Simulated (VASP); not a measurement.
# Cd2HgO3 (P-3m1) in VASP: single point with PBE

Aim: the single point of Cd2HgO3 with PBE.

All numbers are computed with VASP 6.6.1; they aren't measurements. Logs are shortened: lines on timing, memory, paths and dates and some standing lists are left out, and cuts for length are marked.

## Step 1: The cell of the first run

The structure is trigonal, space group P-3m1 (No. 164). Conventional cell: a = 3.404 Å, b = 3.404 Å, c = 8.374 Å, α = 90.00°, β = 90.00°, γ = 120.00°. Cd (site symmetry 3m) has 6 O at 2.37 to 2.39 Å within 3.1 Å. Within 3.5 Å of Hg (site symmetry -3m) lie 6 O at 2.47 Å and 6 Hg at 3.40 Å and 6 Cd at 3.44 Å. O (site symmetry 3m) has 3 Cd at 2.37 Å and 3 Hg at 2.47 Å within 3.1 Å. Within 3.2 Å of O (site symmetry -3m) lie 6 Cd at 2.39 Å.

## Step 2: Single point, PBE

Contents of POSCAR:

```
Cd2HgO3
1.0
    3.4041279241      0.0000000000      0.0000000000
   -1.7020639620      2.9480612600      0.0000000000
    0.0000000000      0.0000000000      8.3737294415
Cd Hg O
2 1 3
Direct
    0.6666666667      0.3333333333      0.8370133546
    0.3333333333      0.6666666667      0.1629866454
    0.0000000000      0.0000000000      0.5000000000
    0.3333333333      0.6666666667      0.6782227559
    0.6666666667      0.3333333333      0.3217772441
    0.0000000000      0.0000000000      0.0000000000
```

Contents of INCAR.step1:

```
SYSTEM = Cd2HgO3
  ALGO = Normal
  EDIFF = 1E-6
  ENCUT = 520
  GGA = PE
  GGA_COMPAT = .FALSE.
  ISIF = 2
  ISMEAR = 0
  LASPH = .TRUE.
  LCHARG = .TRUE.
  LORBIT = 11
  LREAL = .FALSE.
  LWAVE = .FALSE.
  NBANDS = 36
  NEDOS = 2001
  NELM = 120
  PREC = Accurate
  SIGMA = 0.1
```

Contents of KPOINTS.step1:

```
k-points
0
G
  12 12 6
  0 0 0
```

Contents of INCAR.step2:

```
SYSTEM = Cd2HgO3
  ALGO = Normal
  EDIFF = 1E-6
  ENCUT = 520
  GGA = PE
  GGA_COMPAT = .FALSE.
  ICHARG = 11
  ISIF = 2
  ISMEAR = -5
  LASPH = .TRUE.
  LCHARG = .FALSE.
  LORBIT = 11
  LREAL = .FALSE.
  LWAVE = .FALSE.
  NBANDS = 36
  NEDOS = 2001
  NELM = 120
  PREC = Accurate
  SIGMA = 0.1
```

Contents of KPOINTS.step2:

```
k-points
0
G
  18 18 9
  0 0 0
```

Potentials or basis: VASP PAW PBE potentials, release 64 (Cd, Hg, O).

Run with:

```console
cat potpaw_PBE.64/Cd/POTCAR potpaw_PBE.64/Hg/POTCAR potpaw_PBE.64/O/POTCAR > POTCAR
cp INCAR.step1 INCAR
cp KPOINTS.step1 KPOINTS
mpirun -np 1 vasp_std > vasp.out
cp INCAR.step2 INCAR
cp KPOINTS.step2 KPOINTS
mpirun -np 1 vasp_std > vasp.out
```

OUTCAR:

```text
SYSTEM = Cd2HgO3
   EDIFF = 1E-6
   ENCUT = 520
   GGA = PE
   ICHARG = 11
   ISIF = 2
   ISMEAR = -5
   LASPH = .TRUE.
   LORBIT = 11
   LREAL = .FALSE.
   NELM = 120
   PREC = Accurate

 ion  position               nearest neighbor table
   1  0.667  0.333  0.837-   4 2.37   4 2.37   4 2.37   6 2.39   6 2.39   6 2.39   2 3.36   2 3.36
                             2 3.36   3 3.44   3 3.44   3 3.44
   2  0.333  0.667  0.163-   5 2.37   5 2.37   5 2.37   6 2.39   6 2.39   6 2.39   1 3.36   1 3.36
                             1 3.36   3 3.44   3 3.44   3 3.44
   3  0.000  0.000  0.500-   4 2.47   5 2.47   4 2.47   5 2.47   5 2.47   4 2.47   1 3.44   2 3.44
                             2 3.44   1 3.44   2 3.44   1 3.44
   4  0.333  0.667  0.678-   1 2.37   1 2.37   1 2.37   3 2.47   3 2.47   3 2.47
   5  0.667  0.333  0.322-   2 2.37   2 2.37   2 2.37   3 2.47   3 2.47   3 2.47
   6  0.000  0.000  0.000-   1 2.39   2 2.39   2 2.39   1 2.39   1 2.39   2 2.39

  LATTYP: Found a hexagonal cell.
 ALAT       =     3.4041279241
 C/A-ratio  =     2.4598750776

  Lattice vectors:

 A1 = (   3.4041279241,   0.0000000000,   0.0000000000)
 A2 = (  -1.7020639620,   2.9480612600,   0.0000000000)
 A3 = (   0.0000000000,   0.0000000000,   8.3737294415)

Analysis of symmetry for initial positions (statically):
=====================================================================
 Subroutine PRICEL returns:
 Original cell was already a primitive cell.

 Routine SETGRP: Setting up the symmetry group for a
 hexagonal supercell.

 Subroutine GETGRP returns: Found 12 space group operations
 (whereof 12 operations were pure point group operations)
 out of a pool of 24 trial point group operations.

The static configuration has the point symmetry D_3d.

Analysis of symmetry for dynamics (positions and initial velocities):
=====================================================================
 Subroutine PRICEL returns:
 Original cell was already a primitive cell.

 Routine SETGRP: Setting up the symmetry group for a
 hexagonal supercell.

 Subroutine GETGRP returns: Found 12 space group operations
 (whereof 12 operations were pure point group operations)
 out of a pool of 24 trial point group operations.

The dynamic configuration has the point symmetry D_3d.

 Subroutine INISYM returns: Found 12 space group operations
 (whereof 12 operations are pure point group operations),
 and found     1 'primitive' translations

----------------------------------------------------------------------------------------

                                     Primitive cell

  volume of cell :      84.0352

  direct lattice vectors                    reciprocal lattice vectors
     3.404127924  0.000000000  0.000000000     0.293760993  0.169602989  0.000000000
    -1.702063962  2.948061260  0.000000000     0.000000000  0.339205977  0.000000000
     0.000000000  0.000000000  8.373729442     0.000000000  0.000000000  0.119421102

  length of vectors
     3.404127924  3.404127924  8.373729442     0.339205977  0.339205977  0.119421102

  position of ions in fractional coordinates (direct lattice)
     0.666666667  0.333333333  0.837013355
     0.333333333  0.666666667  0.162986645
     0.000000000  0.000000000  0.500000000
     0.333333333  0.666666667  0.678222756
     0.666666667  0.333333333  0.321777244
     0.000000000  0.000000000  0.000000000

  ion indices of the primitive-cell ions
   primitive index   ion index
                 1           1
                 2           2
                 3           3
                 4           4
                 5           5
                 6           6

----------------------------------------------------------------------------------------

 KPOINTS: k-points

Automatic generation of k-mesh.
 Grid dimensions read from file:
 generate k-points for:   18   18    9

 Generating k-lattice:

  Cartesian coordinates                     Fractional coordinates (reciprocal lattice)
     0.016320055  0.009422388  0.000000000     0.055555556  0.000000000  0.000000000
     0.000000000  0.018844777  0.000000000     0.000000000  0.055555556  0.000000000
     0.000000000  0.000000000  0.013269011     0.000000000  0.000000000  0.111111111

  Length of vectors
     0.018844777  0.018844777  0.013269011

  Shift w.r.t. Gamma in fractional coordinates (k-lattice)
     0.000000000  0.000000000  0.000000000

 TETIRR: Found   4263 inequivalent tetrahedra from    17496

 Subroutine IBZKPT returns following result:
 ===========================================

 Found    293 irreducible k-points:

 Following reciprocal coordinates:
            Coordinates               Weight
  0.000000  0.000000  0.000000      1.000000
  0.055556  0.000000  0.000000      6.000000
  0.111111  0.000000  0.000000      6.000000
  0.166667  0.000000  0.000000      6.000000
  0.222222  0.000000  0.000000      6.000000
  0.277778  0.000000  0.000000      6.000000
[... 16 lines left out ...]
  0.333333  0.111111  0.000000     12.000000
  0.388889  0.111111  0.000000     12.000000
 [... further k-points ...]
   k-points           NKPTS =    293   k-points in BZ     NKDIM =    293   number of bands    NBANDS=     36
   number of dos      NEDOS =   2001   number of ions     NIONS =      6
   total plane-waves  NPLWV =  50176
   dimension x,y,z NGX =    28 NGY =   28 NGZ =   64
   dimension x,y,z NGXF=    56 NGYF=   56 NGZF=  128
   ions per type =               2   1   3
   NGX,Y,Z   is equivalent  to a cutoff of  13.67, 13.67, 12.71 a.u.
   NGXF,Y,Z  is equivalent  to a cutoff of  27.35, 27.35, 25.41 a.u.
 SYSTEM =  Cd2HgO3
   PREC   = accura    normal or accurate (medium, high low for compatibility)
   ISTART =      0    job   : 0-new  1-cont  2-samecut
   ICHARG =     11    charge: 1-file 2-atom 10-const
   ISPIN  =      1    spin polarized calculation?
   LNONCOLLINEAR =      F non collinear calculations
   LSORBIT =      F    spin-orbit coupling
   LASPH  =      T    aspherical Exc in radial PAW
   ENCUT  =  520.0 eV  38.22 Ry    6.18 a.u.   6.33  6.33 15.57*2*pi/ulx,y,z
   NELM   =    120;   NELMIN=  2; NELMDL=  0     # of ELM steps
   EDIFF  = 0.1E-05   stopping-criterion for ELM
   LREAL  =      F    real-space projection
   EDIFFG = 0.1E-04   stopping-criterion for IOM
   NSW    =      0    number of steps for IOM
   IBRION =     -1    ionic relax: 0-MD 1-quasi-New 2-CG
   NFREE  =      0    steps in history (QN), initial steepest desc. (CG)
   ISIF   =      2    stress and relaxation
   ISYM   =      2    0-nonsym 1-usesym 2-fastsym
   POTIM  = 0.5000    time-step for ionic-motion
   TEBEG  =    0.0;   TEEND  =   0.0 temperature during run
   PSTRESS=    0.0 pullay stress
   NELECT =      54.0000    total number of electrons
   NUPDOWN=      -1.0000    fix difference up-down
   EMIN   =  10.00;   EMAX   =-10.00  energy-range for DOS
   EFERMI =   0.00;   METHOD = LEGACY
   ISMEAR =    -5;   SIGMA  =   0.10  broadening in eV -4-tet -1-fermi 0-gaus
   EFERMI_NEDOS =   21; number of points for ismear=-14 and -15
   IALGO  =     38    algorithm
   IMIX   =      4    mixing-type and parameters
     AMIX     =   0.40;   BMIX     =  1.00
     AMIX_MAG =   1.60;   BMIX_MAG =  1.00
  volume/ion in A,a.u.               =      14.01        94.52
  Fermi-wavevector in a.u.,A,eV,Ry     =   1.412708  2.669630 27.153733  1.995743
  Thomas-Fermi vector in A             =   2.534429
   LORBIT       =     11    0 simple, 1 ext, 2 COOP (PROOUT), +10 PAW based schemes
   GGA     = PE    functional components
   LHFCALC =     F    Hartree Fock is set to
   AEXX    =    0.0000 exact exchange contribution
   IVDW    =     0    specifies the selected vdW correction
   LEPSILON=     F    determine dielectric tensor
   LRPA    =     F    only Hartree local field effects (RPA)
 non-spin polarized calculation
 Fermi weights with tetrahedron method with Bloechl corrections
  energy-cutoff  :      520.00
  volume of cell :       84.04
 maximum number of plane-waves:      2285
 NGX is ok and might be reduce to    28

 number of electron      54.0000000 magnetization

 Free energy of the ion-electron system (eV)
  ---------------------------------------------------
  ext. energy  EPLUGINS =         0.00000000
  ---------------------------------------------------
  free energy    TOTEN  =       -20.80080696 eV

  energy without entropy =      -20.80080696  energy(sigma->0) =      -20.80080696

 E-fermi :   1.7454     XC(G=0): -11.3861

 val. band max:        1.7627475649   @ k =   0.4444   0.0556   0.3333
 cond. band min:       1.7141705280   @ k =   0.0556   0.0000   0.2222
 fundamental gap:     -0.0485770369
 Fermi energy:         1.7454017525

 k-point     1 :       0.0000    0.0000    0.0000
  band No.  band energies     occupation
      1     -15.4073      2.00000
      2     -14.9719      2.00000
      3     -14.8204      2.00000
      4      -5.4448      2.00000
      5      -5.3336      2.00000
      6      -5.3336      2.00000
[... 28 lines left out ...]
     35      14.1506      0.00000
     36      14.1506      0.00000

 k-point     2 :       0.0556    0.0000    0.0000
  band No.  band energies     occupation
      1     -15.3904      2.00000
      2     -14.9672      2.00000
      3     -14.8169      2.00000
      4      -5.4309      2.00000
      5      -5.3654      2.00000
      6      -5.3226      2.00000
[... 28 lines left out ...]
     35      14.0699      0.00000
     36      14.1819      0.00000
[... 817 lines left out ...]
     35      11.9075      0.00000
     36      12.0269      0.00000

 k-point    24 :       0.3889    0.1111    0.0000
  band No.  band energies     occupation
      1     -14.8511      2.00000
      2     -14.7999      2.00000
      3     -14.6851      2.00000
      4      -5.3987      2.00000
      5      -5.3650      2.00000
      6      -5.2501      2.00000
[... 28 lines left out ...]
     35      11.7155      0.00000
     36      11.9717      0.00000

 [... further k-points ...]
[... 5 lines left out ...]
  --------------------------------------------------------------------------------------
  -------------------------------------------------------------------------------------
  Total        0.6767043      0.6767043      0.6841200      0.0000000      0.0000000     -0.0000000
  in kB       12.9017383     12.9017383     13.0431219      0.0000000      0.0000000     -0.0000000
  external PRESSURE =      12.9488662 kB  Pullay stress =       0.0000000 kB

 VOLUME and BASIS-vectors are now :
 -----------------------------------------------------------------------------
  energy-cutoff  :      520.00
  volume of cell :       84.04
      direct lattice vectors                 reciprocal lattice vectors
     3.404127924  0.000000000  0.000000000     0.293760993  0.169602989  0.000000000
    -1.702063962  2.948061260  0.000000000     0.000000000  0.339205977  0.000000000
     0.000000000  0.000000000  8.373729442     0.000000000  0.000000000  0.119421102

 POSITION                                       TOTAL-FORCE (eV/Angst)
 -----------------------------------------------------------------------------------
      1.70206      0.98269      7.00892         0.000000      0.000000      0.001294
     -0.00000      1.96537      1.36481        -0.000000     -0.000000     -0.001294
      0.00000      0.00000      4.18686        -0.000000      0.000000      0.000000
     -0.00000      1.96537      5.67925         0.000000     -0.000000     -0.002615
      1.70206      0.98269      2.69448        -0.000000      0.000000      0.002615
      0.00000      0.00000      0.00000        -0.000000      0.000000      0.000000
 -----------------------------------------------------------------------------------
    total drift:                                0.000000     -0.000000     -0.000000

  FREE ENERGIE OF THE ION-ELECTRON SYSTEM (eV)
  ---------------------------------------------------
  free  energy   TOTEN  =       -20.8008069610 eV

  energy  without entropy=      -20.8008069610  energy(sigma->0) =      -20.80080696

 total charge

# of ion       s       p       d       tot
------------------------------------------
    1        0.329   0.235   9.639  10.203
    2        0.329   0.235   9.639  10.203
    3        0.537   0.262   9.511  10.310
    4        1.586   3.293   0.000   4.878
    5        1.586   3.293   0.000   4.878
    6        1.575   3.334   0.000   4.909
--------------------------------------------------
tot          5.941  10.651  28.789  45.382
```

Wall time 13 min (1 thread of Oxide Virtual Turin-like, shared host); peak memory 0.77 GiB.

Results:

```yaml
Valence_electrons_inside_the_program's_atomic_spheres: Cd 10.20; Hg 10.31; O 4.88, 4.91 (each value once)
```

Levels at points of the mesh, in eV from the Fermi level:
```
           k point  band 25  band 26  band 27  band 28  band 29  band 30
(0.00, 0.00, 0.00)    -0.38    -0.38    -0.25    -0.25     2.88     3.21
(0.50, 0.00, 0.00)    -0.74    -0.56    -0.44     2.30     4.84     4.87
```

Caveat: spin-orbit coupling is left out, which moves the levels of the heavy elements.
